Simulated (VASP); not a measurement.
# MgO (Pm-3m) in VASP: a series of runs, part 2 of 2

VASP 6.6.1. Earlier steps stand in the parts before.

## (3) Single point, r2SCAN (volume scaled by 0.840)

POSCAR

```
MgO
1.0
    2.4757081780      0.0000000000      0.0000000000
    0.0000000000      2.4757081780      0.0000000000
    0.0000000000      0.0000000000      2.4757081780
Mg O
1 1
Direct
    0.0000000000      0.0000000000      0.0000000000
    0.5000000000      0.5000000000      0.5000000000
```

INCAR.step1

```
ALGO = Normal
EDIFF = 1E-4
ENCUT = 520
GGA = PE
ISMEAR = 0
LASPH = True
LCHARG = False
LREAL = False
LWAVE = True
NBANDS = 11
NELM = 80
PREC = Accurate
SIGMA = 0.05
```

INCAR.step2

```
ALGO = Normal
EDIFF = 1E-6
ENCUT = 520
ISIF = 2
ISMEAR = 0
ISTART = 1
LASPH = True
LCHARG = False
LMIXTAU = True
LREAL = False
LWAVE = False
METAGGA = R2SCAN
NBANDS = 11
NELM = 80
PREC = Accurate
SIGMA = 0.05
```

KPOINTS

```
k-points
0
Gamma
  10 10 10
```

Potentials or basis: VASP PAW PBE potentials, release 64 (Mg, O).

Command:

```console
> cat potpaw_PBE.64/Mg/POTCAR potpaw_PBE.64/O/POTCAR > POTCAR
> cp INCAR.step1 INCAR
> mpirun -np 1 vasp_std > vasp.out
> cp INCAR.step2 INCAR
> mpirun -np 1 vasp_std > vasp.out
```

OUTCAR:

```text
EDIFF = 1E-6
   ENCUT = 520
   ISIF = 2
   ISMEAR = 0
   ISTART = 1
   LASPH = True
   LREAL = False
   METAGGA = R2SCAN
   NELM = 80
   PREC = Accurate

 ion  position               nearest neighbor table
   1  0.000  0.000  0.000-   2 2.14   2 2.14   2 2.14   2 2.14   2 2.14   2 2.14   2 2.14   2 2.14

   2  0.500  0.500  0.500-   1 2.14   1 2.14   1 2.14   1 2.14   1 2.14   1 2.14   1 2.14   1 2.14

  LATTYP: Found a simple cubic cell.
 ALAT       =     2.4757081780

  Lattice vectors:

 A1 = (   2.4757081780,   0.0000000000,   0.0000000000)
 A2 = (   0.0000000000,   2.4757081780,   0.0000000000)
 A3 = (   0.0000000000,   0.0000000000,   2.4757081780)

Analysis of symmetry for initial positions (statically):
=====================================================================
 Subroutine PRICEL returns:
 Original cell was already a primitive cell.

 Routine SETGRP: Setting up the symmetry group for a
 simple cubic supercell.

 Subroutine GETGRP returns: Found 48 space group operations
 (whereof 48 operations were pure point group operations)
 out of a pool of 48 trial point group operations.

The static configuration has the point symmetry O_h .

Analysis of symmetry for dynamics (positions and initial velocities):
=====================================================================
 Subroutine PRICEL returns:
 Original cell was already a primitive cell.

 Routine SETGRP: Setting up the symmetry group for a
 simple cubic supercell.

 Subroutine GETGRP returns: Found 48 space group operations
 (whereof 48 operations were pure point group operations)
 out of a pool of 48 trial point group operations.

The dynamic configuration has the point symmetry O_h .

 Subroutine INISYM returns: Found 48 space group operations
 (whereof 48 operations are pure point group operations),
 and found     1 'primitive' translations

[... 116 lines left out ...]
  Fermi-wavevector in a.u.,A,eV,Ry     =   1.322530  2.499218 23.797737  1.749084
  Thomas-Fermi vector in A             =   2.452204
   LORBIT       =      0    0 simple, 1 ext, 2 COOP (PROOUT), +10 PAW based schemes
   METAGGA = R2SCAN    functional components
   LHFCALC =     F    Hartree Fock is set to
   AEXX    =    0.0000 exact exchange contribution
   IVDW    =     0    specifies the selected vdW correction
   LEPSILON=     F    determine dielectric tensor
   LRPA    =     F    only Hartree local field effects (RPA)
 non-spin polarized calculation
 Gauss-broadening in eV      SIGMA  =   0.05
  energy-cutoff  :      520.00
  volume of cell :       15.17
 maximum number of plane-waves:       437
   NGX =  9   NGY =  9   NGZ =  9

 number of electron       7.9999998 magnetization

 Free energy of the ion-electron system (eV)
  ---------------------------------------------------
  ext. energy  EPLUGINS =         0.00000000
  ---------------------------------------------------
  free energy    TOTEN  =       -14.24286493 eV

  energy without entropy =      -14.24286493  energy(sigma->0) =      -14.24286493

 E-fermi :   6.8841     XC(G=0): -12.8152

 val. band max:        6.5525892632   @ k =   0.5000   0.5000   0.0000
 cond. band min:      11.9315104920   @ k =   0.0000   0.0000   0.0000
 fundamental gap:      5.3789212288
 Fermi energy:         6.8841297588

 k-point     1 :       0.0000    0.0000    0.0000
  band No.  band energies     occupation
      1     -14.3650      2.00000
      2       5.2805      2.00000
      3       5.2805      2.00000
      4       5.2805      2.00000
      5      11.9315      0.00000
      6      18.3329      0.00000
      7      18.3329      0.00000
      8      31.6499      0.00000
      9      31.6499      0.00000
     10      31.6499      0.00000
     11      38.0858      0.00000
[... 309 lines left out ...]
 k-point    24 :       0.3000    0.1000    0.1000
  band No.  band energies     occupation
      1     -13.1451      2.00000
      2       0.8947      2.00000
      3       4.8969      2.00000
      4       5.0684      2.00000
      5      15.5659      0.00000
      6      20.0216      0.00000
      7      20.4442      0.00000
      8      28.1240      0.00000
      9      28.2756      0.00000
     10      32.1498      0.00000
     11      32.5081      0.00000

 [... further k-points ...]
[... 5 lines left out ...]
  --------------------------------------------------------------------------------------
  -------------------------------------------------------------------------------------
  Total        3.5694969      3.5694969      3.5694969      0.0000000      0.0000000     -0.0000000
  in kB      376.8940129    376.8940129    376.8940129      0.0000000      0.0000000     -0.0000000
  external PRESSURE =     376.8940129 kB  Pullay stress =       0.0000000 kB

 VOLUME and BASIS-vectors are now :
 -----------------------------------------------------------------------------
  energy-cutoff  :      520.00
  volume of cell :       15.17
      direct lattice vectors                 reciprocal lattice vectors
     2.475708178  0.000000000  0.000000000     0.403924828  0.000000000  0.000000000
     0.000000000  2.475708178  0.000000000     0.000000000  0.403924828  0.000000000
     0.000000000  0.000000000  2.475708178     0.000000000  0.000000000  0.403924828

 POSITION                                       TOTAL-FORCE (eV/Angst)
 -----------------------------------------------------------------------------------
      0.00000      0.00000      0.00000         0.000000      0.000000      0.000000
      1.23785      1.23785      1.23785         0.000000      0.000000      0.000000
 -----------------------------------------------------------------------------------
    total drift:                                0.000000     -0.000000      0.000000

  FREE ENERGIE OF THE ION-ELECTRON SYSTEM (eV)
  ---------------------------------------------------
  free  energy   TOTEN  =       -14.2428649273 eV

  energy  without entropy=      -14.2428649273  energy(sigma->0) =      -14.24286493
```

OUTCAR.step1:

```text
EDIFF = 1E-4
   ENCUT = 520
   GGA = PE
   ISMEAR = 0
   LASPH = True
[... 557 lines left out ...]
 -----------------------------------------------------------------------------------
      0.00000      0.00000      0.00000         0.000000      0.000000      0.000000
      1.23785      1.23785      1.23785         0.000000      0.000000      0.000000
 -----------------------------------------------------------------------------------
    total drift:                                0.000000     -0.000000      0.000000

  FREE ENERGIE OF THE ION-ELECTRON SYSTEM (eV)
  ---------------------------------------------------
  free  energy   TOTEN  =        -9.9744773756 eV

  energy  without entropy=       -9.9744773756  energy(sigma->0) =       -9.97447738
```

OSZICAR.step1:

```text
N       E                     dE             d eps       ncg     rms          rms(c)
DAV:   1     0.156381868956E+02    0.15638E+02   -0.48532E+03  1432   0.666E+02
DAV:   2    -0.111892294063E+02   -0.26827E+02   -0.26125E+02  1420   0.139E+02
DAV:   3    -0.116920875122E+02   -0.50286E+00   -0.50257E+00  1479   0.165E+01
DAV:   4    -0.116929188793E+02   -0.83137E-03   -0.83136E-03  1334   0.756E-01
DAV:   5    -0.116929208271E+02   -0.19478E-05   -0.19478E-05  1408   0.355E-02    0.728E+00
DAV:   6    -0.100371093527E+02    0.16558E+01   -0.72402E+00  1256   0.160E+01    0.196E+00
DAV:   7    -0.999706078086E+01    0.40049E-01   -0.77556E-02  1352   0.225E+00    0.129E+00
DAV:   8    -0.997459435070E+01    0.22466E-01   -0.21469E-02  1332   0.159E+00    0.162E-01
DAV:   9    -0.997447224753E+01    0.12210E-03   -0.24900E-04  1293   0.112E-01    0.968E-02
DAV:  10    -0.997447737563E+01   -0.51281E-05   -0.10947E-04   679   0.865E-02
   1 F= -.99744774E+01 E0= -.99744774E+01  d E =-.607446E-23
```

Wall time 21 s (1 thread of Intel Xeon 6975P-C (Granite Rapids), shared host); peak memory 0.12 GiB.

Results:

```
Free energy            : -14.2429 eV
Pressure               : 37.7 GPa
Band gap on the k mesh : 5.38 eV, indirect (least direct gap 6.58 eV)
```

Caveat: the PAW data sets were made with another functional, which shifts forces and pressure a little. A k mesh can miss the band edges.

## (4) Single point, r2SCAN (volume scaled by 0.880)

POSCAR

```
MgO
1.0
    2.5143973674      0.0000000000      0.0000000000
    0.0000000000      2.5143973674      0.0000000000
    0.0000000000      0.0000000000      2.5143973674
Mg O
1 1
Direct
    0.0000000000      0.0000000000      0.0000000000
    0.5000000000      0.5000000000      0.5000000000
```

INCAR.step1

```
SYSTEM = MgO
ALGO = Normal ; EDIFF = 1E-4
ENCUT = 520 ; GGA = PE
ISMEAR = 0 ; LASPH = .True.
LCHARG = .False. ; LREAL = .False.
LWAVE = .True. ; NBANDS = 11
NELM = 60 ; PREC = Accurate
SIGMA = 0.05
```

INCAR.step2

```
SYSTEM = MgO
ALGO = Normal ; EDIFF = 1E-7
ENCUT = 520 ; ISIF = 2
ISMEAR = 0 ; ISTART = 1
LASPH = .True. ; LCHARG = .False.
LMIXTAU = .True. ; LREAL = .False.
LWAVE = .False. ; METAGGA = R2SCAN
NBANDS = 11 ; NELM = 60
PREC = Accurate ; SIGMA = 0.05
```

KPOINTS

```
k-points
0
Gamma
  10 10 10
  0 0 0
```

Command:

```console
> cat potpaw_PBE.64/Mg/POTCAR potpaw_PBE.64/O/POTCAR > POTCAR
> cp INCAR.step1 INCAR
> mpirun -np 1 vasp_std > vasp.out
> cp INCAR.step2 INCAR
> mpirun -np 1 vasp_std > vasp.out
```

It took 23 s on 1 thread of Intel Xeon 6975P-C (Granite Rapids), shared host; peak memory 0.13 GiB.

The run converged. Its results:

| Quantity | Value |
| --- | --- |
| Free energy | -14.3841 eV |
| Pressure | 24.7 GPa |
| Band gap on the k mesh | 4.81 eV, indirect (least direct gap 6.03 eV) |

Levels at points of the mesh, in eV from the valence-band top:
```tsv
k point	band 1	band 2	band 3	band 4	band 5	band 6	band 7	band 8
(0.00, 0.00, 0.00)	-20.53	-1.21	-1.21	-1.21	4.81	11.71	11.71	24.20
(0.50, 0.00, 0.00)	-19.00	-7.45	-0.70	-0.70	9.26	12.18	16.56	19.24
(0.50, 0.50, 0.00)	-17.91	-5.54	-5.54	0.00	6.39	15.00	15.00	15.58
(0.50, 0.50, 0.50)	-16.77	-4.45	-4.45	-4.45	9.03	9.03	9.03	20.50
```

Caveat: the PAW data sets were made with another functional, which shifts forces and pressure a little.

## (5) Summary

| cell | gap on the mesh (eV) | pressure (GPa) |
| --- | --- | --- |
| a = 2.436 Å, 2 atoms | 6.01 | 53.9 |
| a = 2.476 Å, 2 atoms | 5.38 | 37.7 |
| a = 2.514 Å, 2 atoms | 4.81 | 24.7 |

Alike in all rows: task single point; level r2SCAN; potentials or basis VASP PAW PBE potentials, release 64 (Mg, O); no spin polarisation; k mesh 10 × 10 × 10; cutoff (eV) 520; smearing gaussian 0.05 eV.

Caveats: the PAW data sets were made with another functional, which shifts forces and pressure a little.

Total energies depend on the potentials used, so only differences within one code and one set of settings carry meaning.
